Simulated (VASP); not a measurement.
# GaN (P6_3mc) in VASP: a series of runs

GaN is run at these levels: PBE; tasks: single point.

Program: VASP 6.6.1. These are calculated values, not measurements. Logs are shortened: lines on timing, memory, paths and dates and some standing lists are left out, and cuts for length are marked.

### 1 The cell of the first run

Symmetry: P6_3mc, No. 186, hexagonal system. Conventional cell: a = 3.267 Å, b = 3.267 Å, c = 5.322 Å, α = 90.00°, β = 90.00°, γ = 120.00°. Within 2.6 Å of Ga (site symmetry 3m) lie 4 N at 2.00 Å. N (site symmetry 3m) has 4 Ga at 2.00 Å within 2.6 Å.

### 2 Single point, PBE (strain +0.015 along x and y, +0.015 along z)

Contents of INCAR:

```
ALGO     = Normal         # electronic algorithm
EDIFF    = 1E-6           # SCF threshold, eV
ENCUT    = 520            # plane-wave cutoff, eV
GGA      = PE             # functional
ISIF     = 2              # what is computed and relaxed
ISMEAR   = 0              # smearing method
LASPH    = T              # aspherical terms in the spheres
LCHARG   = F              # write CHGCAR
LREAL    = F              # projectors in reciprocal space
LWAVE    = F              # write WAVECAR
NBANDS   = 26             # bands
NELM     = 100            # most SCF steps
PREC     = Accurate       # precision mode
SIGMA    = 0.05           # smearing width, eV
```

Contents of KPOINTS:

```
k-points
0
Gamma
  12 12 6
```

Contents of POSCAR:

```
GaN
1.0
    3.2667053455      0.0000000000      0.0000000000
   -1.6333526728      2.8290498159      0.0000000000
    0.0000000000      0.0000000000      5.3216758876
Ga N
2 2
Direct
    0.3333333333      0.6666666667      0.9991316867
    0.6666666667      0.3333333333      0.4991316867
    0.3333333333      0.6666666667      0.3758683133
    0.6666666667      0.3333333333      0.8758683133
```

Potentials or basis: VASP PAW PBE potentials, release 64 (Ga_d, N).

Run with:

```
> cat potpaw_PBE.64/Ga_d/POTCAR potpaw_PBE.64/N/POTCAR > POTCAR
> mpirun -np 1 vasp_std > vasp.out
```

OUTCAR:

```text
EDIFF = 1E-6
   ENCUT = 520
   GGA = PE
   ISIF = 2
   ISMEAR = 0
   LASPH = T
   LREAL = F
   NELM = 100
   PREC = Accurate

 ion  position               nearest neighbor table
   1  0.333  0.667  0.999-   4 2.00   4 2.00   4 2.00   3 2.00
   2  0.667  0.333  0.499-   3 2.00   3 2.00   3 2.00   4 2.00
   3  0.333  0.667  0.376-   2 2.00   2 2.00   2 2.00   1 2.00
   4  0.667  0.333  0.876-   1 2.00   1 2.00   1 2.00   2 2.00

  LATTYP: Found a hexagonal cell.
 ALAT       =     3.2667053455
 C/A-ratio  =     1.6290651665

  Lattice vectors:

 A1 = (   3.2667053455,   0.0000000000,   0.0000000000)
 A2 = (  -1.6333526728,   2.8290498159,   0.0000000000)
 A3 = (   0.0000000000,   0.0000000000,   5.3216758876)

Analysis of symmetry for initial positions (statically):
=====================================================================
 Subroutine PRICEL returns:
 Original cell was already a primitive cell.

 Routine SETGRP: Setting up the symmetry group for a
 hexagonal supercell.

 Subroutine GETGRP returns: Found 12 space group operations
 (whereof  6 operations were pure point group operations)
 out of a pool of 24 trial point group operations.

The static configuration has the point symmetry C_3v.
 The point group associated with its full space group is C_6v.

Analysis of symmetry for dynamics (positions and initial velocities):
=====================================================================
 Subroutine PRICEL returns:
 Original cell was already a primitive cell.

 Routine SETGRP: Setting up the symmetry group for a
 hexagonal supercell.

 Subroutine GETGRP returns: Found 12 space group operations
 (whereof  6 operations were pure point group operations)
 out of a pool of 24 trial point group operations.

The dynamic configuration has the point symmetry C_3v.
 The point group associated with its full space group is C_6v.

 Subroutine INISYM returns: Found 12 space group operations
 (whereof  6 operations are pure point group operations),
 and found     1 'primitive' translations

----------------------------------------------------------------------------------------

                                     Primitive cell

  volume of cell :      49.1812

  direct lattice vectors                    reciprocal lattice vectors
     3.266705346  0.000000000  0.000000000     0.306118824  0.176737786  0.000000000
    -1.633352673  2.829049816  0.000000000     0.000000000  0.353475571  0.000000000
     0.000000000  0.000000000  5.321675888     0.000000000  0.000000000  0.187910730

  length of vectors
     3.266705346  3.266705346  5.321675888     0.353475571  0.353475571  0.187910730

  position of ions in fractional coordinates (direct lattice)
     0.333333333  0.666666667  0.999131687
     0.666666667  0.333333333  0.499131687
     0.333333333  0.666666667  0.375868313
     0.666666667  0.333333333  0.875868313

  ion indices of the primitive-cell ions
   primitive index   ion index
                 1           1
                 2           2
                 3           3
                 4           4

----------------------------------------------------------------------------------------

 KPOINTS: k-points

Automatic generation of k-mesh.
 Grid dimensions read from file:
 generate k-points for:   12   12    6

 Generating k-lattice:

  Cartesian coordinates                     Fractional coordinates (reciprocal lattice)
     0.025509902  0.014728149  0.000000000     0.083333333 -0.000000000  0.000000000
     0.000000000  0.029456298  0.000000000     0.000000000  0.083333333  0.000000000
     0.000000000  0.000000000  0.031318455     0.000000000  0.000000000  0.166666667

  Length of vectors
     0.029456298  0.029456298  0.031318455

  Shift w.r.t. Gamma in fractional coordinates (k-lattice)
     0.000000000  0.000000000  0.000000000

 Subroutine IBZKPT returns following result:
 ===========================================

 Found     76 irreducible k-points:

 Following reciprocal coordinates:
            Coordinates               Weight
  0.000000  0.000000  0.000000      1.000000
  0.083333  0.000000  0.000000      6.000000
  0.166667  0.000000  0.000000      6.000000
  0.250000  0.000000  0.000000      6.000000
  0.333333  0.000000  0.000000      6.000000
  0.416667  0.000000  0.000000      6.000000
[... 16 lines left out ...]
  0.250000  0.000000  0.166667     12.000000
  0.333333  0.000000  0.166667     12.000000
 [... further k-points ...]
   k-points           NKPTS =     76   k-points in BZ     NKDIM =     76   number of bands    NBANDS=     26
   number of dos      NEDOS =    301   number of ions     NIONS =      4
   total plane-waves  NPLWV =  23040
   dimension x,y,z NGX =    24 NGY =   24 NGZ =   40
   dimension x,y,z NGXF=    48 NGYF=   48 NGZF=   80
   ions per type =               2   2
   NGX,Y,Z   is equivalent  to a cutoff of  12.21, 12.21, 12.50 a.u.
   NGXF,Y,Z  is equivalent  to a cutoff of  24.43, 24.43, 24.99 a.u.
 SYSTEM =  unknown system
   PREC   = accura    normal or accurate (medium, high low for compatibility)
   ISTART =      0    job   : 0-new  1-cont  2-samecut
   ICHARG =      2    charge: 1-file 2-atom 10-const
   ISPIN  =      1    spin polarized calculation?
   LNONCOLLINEAR =      F non collinear calculations
   LSORBIT =      F    spin-orbit coupling
   LASPH  =      T    aspherical Exc in radial PAW
   ENCUT  =  520.0 eV  38.22 Ry    6.18 a.u.   6.07  6.07  9.89*2*pi/ulx,y,z
   NELM   =    100;   NELMIN=  2; NELMDL= -5     # of ELM steps
   EDIFF  = 0.1E-05   stopping-criterion for ELM
   LREAL  =      F    real-space projection
[... 7 lines left out ...]
   TEBEG  =    0.0;   TEEND  =   0.0 temperature during run
   PSTRESS=    0.0 pullay stress
   NELECT =      36.0000    total number of electrons
   NUPDOWN=      -1.0000    fix difference up-down
   EMIN   =  10.00;   EMAX   =-10.00  energy-range for DOS
   EFERMI =   0.00;   METHOD = LEGACY
   ISMEAR =     0;   SIGMA  =   0.05  broadening in eV -4-tet -1-fermi 0-gaus
   EFERMI_NEDOS =   21; number of points for ismear=-14 and -15
   IALGO  =     38    algorithm
   IMIX   =      4    mixing-type and parameters
     AMIX     =   0.40;   BMIX     =  1.00
     AMIX_MAG =   1.60;   BMIX_MAG =  1.00
  volume/ion in A,a.u.               =      12.30        82.97
  Fermi-wavevector in a.u.,A,eV,Ry     =   1.475399  2.788099 29.617172  2.176801
  Thomas-Fermi vector in A             =   2.590052
   LORBIT       =      0    0 simple, 1 ext, 2 COOP (PROOUT), +10 PAW based schemes
   GGA     = PE    functional components
   LHFCALC =     F    Hartree Fock is set to
   AEXX    =    0.0000 exact exchange contribution
   IVDW    =     0    specifies the selected vdW correction
   LEPSILON=     F    determine dielectric tensor
   LRPA    =     F    only Hartree local field effects (RPA)
 non-spin polarized calculation
 Gauss-broadening in eV      SIGMA  =   0.05
  energy-cutoff  :      520.00
  volume of cell :       49.18
 maximum number of plane-waves:      1350
   NGX = 13   NGY = 13   NGZ = 19

 number of electron      36.0000009 magnetization

 Free energy of the ion-electron system (eV)
  ---------------------------------------------------
  ext. energy  EPLUGINS =         0.00000000
  ---------------------------------------------------
  free energy    TOTEN  =       -24.28206591 eV

  energy without entropy =      -24.28206591  energy(sigma->0) =      -24.28206591

 E-fermi :   4.8393     XC(G=0): -11.2805

 val. band max:        4.5499984861   @ k =   0.0000   0.0000   0.0000
 cond. band min:       5.9672602029   @ k =   0.0000   0.0000   0.0000
 fundamental gap:      1.4172617168
 Fermi energy:         4.8393460977

 k-point     1 :       0.0000    0.0000    0.0000
  band No.  band energies     occupation
      1     -10.8267      2.00000
      2     -10.1554      2.00000
      3      -8.8553      2.00000
      4      -8.8421      2.00000
      5      -8.8421      2.00000
      6      -8.7938      2.00000
[... 18 lines left out ...]
     25      15.7054      0.00000
     26      15.7054      0.00000

 k-point     2 :       0.0833    0.0000    0.0000
  band No.  band energies     occupation
      1     -10.7691      2.00000
      2     -10.1429      2.00000
      3      -8.8497      2.00000
      4      -8.8340      2.00000
      5      -8.8165      2.00000
      6      -8.7872      2.00000
[... 18 lines left out ...]
     25      15.3683      0.00000
     26      15.8462      0.00000

 k-point     3 :       0.1667    0.0000    0.0000
  band No.  band energies     occupation
      1     -10.6163      2.00000
      2     -10.1128      2.00000
      3      -8.8301      2.00000
      4      -8.8143      2.00000
      5      -8.7715      2.00000
      6      -8.7530      2.00000
[... 18 lines left out ...]
     25      15.3767      0.00000
     26      16.1847      0.00000

 k-point     4 :       0.2500    0.0000    0.0000
  band No.  band energies     occupation
      1     -10.4267      2.00000
      2     -10.0812      2.00000
      3      -8.8098      2.00000
      4      -8.7949      2.00000
      5      -8.7390      2.00000
      6      -8.7126      2.00000
[... 18 lines left out ...]
     25      15.5399      0.00000
     26      16.6330      0.00000

 k-point     5 :       0.3333    0.0000    0.0000
  band No.  band energies     occupation
      1     -10.2716      2.00000
      2     -10.0590      2.00000
      3      -8.7982      2.00000
      4      -8.7853      2.00000
      5      -8.7158      2.00000
      6      -8.6739      2.00000
[... 18 lines left out ...]
     25      15.7522      0.00000
     26      17.1077      0.00000

 k-point     6 :       0.4167    0.0000    0.0000
  band No.  band energies     occupation
      1     -10.1847      2.00000
      2     -10.0478      2.00000
      3      -8.7972      2.00000
      4      -8.7834      2.00000
      5      -8.7083      2.00000
      6      -8.6677      2.00000
[... 427 lines left out ...]
 k-point    21 :       0.0833    0.0000    0.1667
  band No.  band energies     occupation
      1     -10.7035      2.00000
      2     -10.1579      2.00000
      3      -8.8414      2.00000
      4      -8.8325      2.00000
      5      -8.7993      2.00000
      6      -8.7902      2.00000
[... 18 lines left out ...]
     25      15.2345      0.00000
     26      15.6319      0.00000

 k-point    22 :       0.1667    0.0000    0.1667
  band No.  band energies     occupation
      1     -10.5595      2.00000
      2     -10.1230      2.00000
      3      -8.8268      2.00000
      4      -8.8116      2.00000
      5      -8.7765      2.00000
      6      -8.7584      2.00000
[... 18 lines left out ...]
     25      15.0088      0.00000
     26      15.9992      0.00000

 k-point    23 :       0.2500    0.0000    0.1667
  band No.  band energies     occupation
      1     -10.3836      2.00000
      2     -10.0859      2.00000
      3      -8.8097      2.00000
      4      -8.7898      2.00000
      5      -8.7494      2.00000
      6      -8.7183      2.00000
[... 18 lines left out ...]
     25      15.1631      0.00000
     26      16.4817      0.00000

 k-point    24 :       0.3333    0.0000    0.1667
  band No.  band energies     occupation
      1     -10.2421      2.00000
      2     -10.0597      2.00000
      3      -8.8014      2.00000
      4      -8.7773      2.00000
      5      -8.7277      2.00000
      6      -8.6801      2.00000
[... 18 lines left out ...]
     25      15.4358      0.00000
     26      17.0198      0.00000

 [... further k-points ...]
[... 5 lines left out ...]
  --------------------------------------------------------------------------------------
  -------------------------------------------------------------------------------------
  Total       -2.0886585     -2.0886585     -2.0587047      0.0000000     -0.0000000      0.0000000
  in kB      -68.0423088    -68.0423089    -67.0665027      0.0000000     -0.0000000      0.0000000
  external PRESSURE =     -67.7170401 kB  Pullay stress =       0.0000000 kB

 VOLUME and BASIS-vectors are now :
 -----------------------------------------------------------------------------
  energy-cutoff  :      520.00
  volume of cell :       49.18
      direct lattice vectors                 reciprocal lattice vectors
     3.266705346  0.000000000  0.000000000     0.306118824  0.176737786  0.000000000
    -1.633352673  2.829049816  0.000000000     0.000000000  0.353475571  0.000000000
     0.000000000  0.000000000  5.321675888     0.000000000  0.000000000  0.187910730

 POSITION                                       TOTAL-FORCE (eV/Angst)
 -----------------------------------------------------------------------------------
     -0.00000      1.88603      5.31706        -0.000000      0.000000     -0.006651
      1.63335      0.94302      2.65622        -0.000000      0.000000     -0.006651
     -0.00000      1.88603      2.00025         0.000000      0.000000      0.006651
      1.63335      0.94302      4.66109        -0.000000      0.000000      0.006651
 -----------------------------------------------------------------------------------
    total drift:                               -0.000001     -0.000001      0.000664

  FREE ENERGIE OF THE ION-ELECTRON SYSTEM (eV)
  ---------------------------------------------------
  free  energy   TOTEN  =       -24.2820659085 eV

  energy  without entropy=      -24.2820659085  energy(sigma->0) =      -24.28206591
```

Wall time 42 s (1 thread of Intel Xeon 6975P-C (Granite Rapids), shared host); peak memory 0.21 GiB.

What came out:

| Quantity | Value |
| --- | --- |
| Free energy | -24.2821 eV |
| Pressure | -6.8 GPa |
| Largest force | 0.007 eV/Å |
| Band gap on the k mesh | 1.42 eV |

Forces on the atoms (eV/Å):
```
Ga   0.000  0.000 -0.007
Ga   0.000  0.000 -0.007
N    0.000  0.000  0.007
N    0.000  0.000  0.007
```

Stress tensor (GPa, compression positive):
```
-6.80  0.00  0.00
 0.00 -6.80  0.00
 0.00  0.00 -6.71
```

Caveat: the cell differs from its parent crystal (strain +0.015 along x and y, +0.015 along z); the cell stands under tension.

### 3 Single point, PBE (strain +0.030 along x and y, +0.000 along z)

Contents of INCAR:

```
SYSTEM = GaN
PREC = Accurate
ENCUT = 520
EDIFF = 1E-6
ISMEAR = 0
SIGMA = 0.05
LREAL = .False.
LASPH = .True.
NELM = 80
ALGO = Normal
ISIF = 2
LWAVE = .False.
LCHARG = .True.
GGA = PE
LELF = .True.
LVHAR = .True.
NBANDS = 26
```

Contents of KPOINTS:

```
Automatic mesh
0
Gamma
  12 12 6
  0 0 0
```

Contents of POSCAR:

```
GaN
1.0
    3.3149817792      0.0000000000      0.0000000000
   -1.6574908896      2.8708584339      0.0000000000
    0.0000000000      0.0000000000      5.2430304311
Ga N
2 2
Direct
    0.3333333333      0.6666666667      0.9991316867
    0.6666666667      0.3333333333      0.4991316867
    0.3333333333      0.6666666667      0.3758683133
    0.6666666667      0.3333333333      0.8758683133
```

Potentials or basis: VASP PAW PBE potentials, release 64 (Ga_d, N).

Run with:

```
> cat potpaw_PBE.64/Ga_d/POTCAR potpaw_PBE.64/N/POTCAR > POTCAR
> mpirun -np 1 vasp_std > vasp.out
```

It took 54 s on 1 thread of Intel Xeon 6975P-C (Granite Rapids), shared host; peak memory 0.22 GiB.

Results (log left out):

| Quantity | Value |
| --- | --- |
| Free energy | -24.2205 eV |
| Pressure | -8.5 GPa |
| Largest force | 0.202 eV/Å |
| Band gap on the k mesh | 1.33 eV |

Forces on the atoms (eV/Å):
```
Ga   0.000  0.000 -0.202
Ga   0.000  0.000 -0.202
N    0.000  0.000  0.202
N    0.000  0.000  0.202
```

Stress tensor (GPa, compression positive):
```
-11.42   0.00   0.00
  0.00 -11.42   0.00
  0.00   0.00  -2.65
```

Levels at points of the mesh, in eV from the valence-band top:
| k point | band 15 | band 16 | band 17 | band 18 | band 19 | band 20 | band 21 | band 22 |
| --- | --- | --- | --- | --- | --- | --- | --- | --- |
| (0.00, 0.00, 0.00) | -1.06 | -0.04 | -0.04 | 0.00 | 1.33 | 3.42 | 8.88 | 9.15 |
| (0.50, 0.00, 0.00) | -3.86 | -2.56 | -2.00 | -0.86 | 4.60 | 4.99 | 6.03 | 7.94 |
| (0.00, 0.00, 0.50) | -0.56 | -0.56 | -0.56 | -0.56 | 3.59 | 3.59 | 8.14 | 8.14 |
| (0.50, 0.00, 0.50) | -1.79 | -1.79 | -1.64 | -1.64 | 4.15 | 4.15 | 7.26 | 7.26 |

Caveat: the cell differs from its parent crystal (strain +0.030 along x and y, +0.000 along z); the cell stands under tension.

(Continued in part 2 of 2.)
